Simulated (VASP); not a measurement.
V, 1 atom in the cell. It takes space group Pm-3m (No. 221, cubic). The conventional cell has a = 2.449 Å, b = 2.449 Å, c = 2.449 Å, α = 90.00°, β = 90.00°, γ = 90.00°. V (site symmetry m-3m) has 6 V at 2.45 Å within 3.2 Å. 

| Quantity | Value |
| --- | --- |
| Program | VASP 6.6.1 |
| Task | single point |
| Functional | PBE |
| Potentials or basis | VASP PAW PBE potentials, release 64 (V_sv) |
| Cutoff | 520 eV |
| k mesh | 44 × 44 × 44 |
| Occupations | fermi-dirac, width 0.0612256 eV |
| Spin | no spin polarisation |
| Dipole correction | no |
| Further INCAR settings | ALGO = Normal; EDIFF = 1e-06; NBANDS = 12 |

Potentials or basis: VASP PAW PBE potentials, release 64 (V_sv).

Launch:

```bash
$ cat potpaw_PBE.64/V_sv/POTCAR > POTCAR
$ mpirun -np 1 vasp_std > vasp.out
```

Hardware: 1 thread of Oxide Virtual Turin-like Processor, on a shared host.

**Question.** How long does it take, and how much memory?

**Answer.** Run time: 4.4 min on 1 thread of Oxide Virtual Turin-like Processor (shared host), peak memory 0.42 GiB. Counts: scf iterations 11, k points 2300.
